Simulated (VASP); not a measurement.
Input of a VASP 6.6.1 run:

Contents of POSCAR:

```
CdTe
1.0
    0.0000000000      3.0665640000      3.0665640000
    3.0665640000      0.0000000000      3.0665640000
    3.0665640000      3.0665640000      0.0000000000
Cd Te
1 1
Direct
    0.0000000000      0.0000000000      0.0000000000
    0.5000000000      0.5000000000      0.5000000000
```

Contents of INCAR.step1:

```
SYSTEM = CdTe
PREC = Accurate
ENCUT = 520
ISMEAR = -1
SIGMA = 0.03
LREAL = .False.
LASPH = .True.
NELM = 100
NBANDS = 16
GGA = PE
ALGO = Normal
EDIFF = 1E-4
LWAVE = .True.
LCHARG = .False.
```

Contents of INCAR.step2:

```
SYSTEM = CdTe
PREC = Accurate
ENCUT = 520
EDIFF = 1E-8
ISMEAR = -1
SIGMA = 0.03
LREAL = .False.
LASPH = .True.
NELM = 100
ALGO = Normal
ISIF = 2
LWAVE = .False.
LCHARG = .False.
METAGGA = R2SCAN
LMIXTAU = .True.
LEFG = .True.
NBANDS = 16
ISTART = 1
```

The input KPOINTS:

```
regular mesh
0
Gamma
  10 10 10
  0 0 0
```

Potentials or basis: VASP PAW PBE potentials, release 64 (Cd, Te).

The run is started by

```bash
$ cat potpaw_PBE.64/Cd/POTCAR potpaw_PBE.64/Te/POTCAR > POTCAR
$ cp INCAR.step1 INCAR
$ mpirun -np 1 vasp_std > vasp.out
$ cp INCAR.step2 INCAR
$ mpirun -np 1 vasp_std > vasp.out
```

Problem. Predict the band gap on the k mesh.

Solution. Zero (bands 9 and 10 overlap by 1.00 eV).

Problem. Predict the pressure.

Solution. -1.1 GPa.

Caveat: the PAW data sets were made with another functional, which shifts forces and pressure a little; spin-orbit coupling is left out, which moves the levels of the heavy elements.
